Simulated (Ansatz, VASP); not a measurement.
# One calculation of Sc2Al, two programs

POSCAR

```
Sc2Al
1.0
    4.8926114005      0.0000000000      0.0000000000
   -2.4463057002      4.2371257637      0.0000000000
    0.0000000000      0.0000000000      6.1614205700
Sc Al
4 2
Direct
    0.0000000000      0.0000000000      0.0000000000
    0.0000000000      0.0000000000      0.5000000000
    0.3333333333      0.6666666667      0.7500000000
    0.6666666667      0.3333333333      0.2500000000
    0.3333333333      0.6666666667      0.2500000000
    0.6666666667      0.3333333333      0.7500000000
```

INCAR.step1

```
  PREC = Accurate
  ENCUT = 520
  ISMEAR = 0
  SIGMA = 0.1
  LREAL = F
  LASPH = T
  NELM = 100
  NBANDS = 34
  GGA = PE
  ALGO = Normal
  EDIFF = 1E-4
  LWAVE = T
  LCHARG = F
```

The input INCAR.step2:

```
  PREC = Accurate
  ENCUT = 520
  EDIFF = 1E-7
  ISMEAR = 0
  SIGMA = 0.1
  LREAL = F
  LASPH = T
  NELM = 100
  ALGO = Normal
  ISIF = 2
  LWAVE = F
  LCHARG = T
  METAGGA = R2SCAN
  LMIXTAU = T
  LELF = T
  LVHAR = T
  NBANDS = 34
  ISTART = 1
```

The input KPOINTS:

```
Automatic mesh
0
Gamma
  6 6 3
```

Input for Ansatz:

```yaml
crystal:
  lattice:
    - [4.8926114005, 0.0, 0.0]
    - [-2.4463057002, 4.2371257637, 0.0]
    - [0.0, 0.0, 6.16142057]
  atoms:
    - { symbol: Sc, position: [0.0, 0.0, 0.0] }
    - { symbol: Sc, position: [0.0, 0.0, 0.5] }
    - { symbol: Sc, position: [0.3333333333, 0.6666666667, 0.75] }
    - { symbol: Sc, position: [0.6666666667, 0.3333333333, 0.25] }
    - { symbol: Al, position: [0.3333333333, 0.6666666667, 0.25] }
    - { symbol: Al, position: [0.6666666667, 0.3333333333, 0.75] }
basis:
  ecutwfc: 500
kpoints:
  mp_grid: { grid: [6, 6, 3] }
hamiltonian:
  xc: r2scan
scf:
  occupations: { method: gaussian, width: 0.1 }
output:
  forces: true
  stress: true
  eigenvalues: true
```

Alike in both runs: task single point; functional r2SCAN; k mesh 6 × 6 × 3; occupations gaussian, width 0.1 eV; no spin polarisation.

|  | VASP | Ansatz |
| --- | --- | --- |
| version | VASP 6.6.1 | Ansatz 0.2.0 |
| potentials or method | VASP PAW PBE potentials, release 64 (Sc_sv, Al), cutoff 520 eV | scalar-relativistic, plane waves, PAW |
| valence electrons in the cell | 50 | 50 |

```csv
,VASP,Ansatz,Ansatz less VASP
gap on the k mesh at the Fermi level (eV),none,none,-
pressure (GPa),0.1,-0.1,-0.19
"traceless stress, the component that is largest in VASP (GPa)",0.39,0.40,+0.011
```

VASP's potentials were made for PBE, not for r2SCAN. A gap of «none» marks a metal or a gap that the smearing closes.
